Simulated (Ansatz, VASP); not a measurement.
# MgO in VASP and in Ansatz

```
Mg O
1.0
     0.00000    2.14985    2.14985
     2.14985    0.00000    2.14985
     2.14985    2.14985    0.00000
Mg O
1 1
Direct
  0.00000 0.00000 0.00000
  0.50000 0.50000 0.50000
```

Alike in both runs: task single point; functional PBE; k mesh 12 × 12 × 12; occupations gaussian, width 0.05 eV; no spin polarisation.

|  | VASP | Ansatz |
| --- | --- | --- |
| version | VASP 6.6.1 | Ansatz 0.2.0 |
| potentials or method | VASP PAW PBE potentials, release 64 (Mg, O), cutoff 520 eV | scalar-relativistic, plane waves, PAW |
| valence electrons in the cell | 8 | 16 |

Ansatz gave:

```
gap on the k mesh at the Fermi level (eV) : 4.17
pressure (GPa)                            : -4.5
```

Problem. Estimate VASP's values.

Solution. gap on the k mesh at the Fermi level (eV): 4.15; pressure (GPa): -5.2.

The functional is the same, so the differences come from potentials, cutoffs and numerics. VASP's potentials hold 8 valence electrons a cell and Ansatz's 16, so a difference there can come from the potentials and not from the codes.
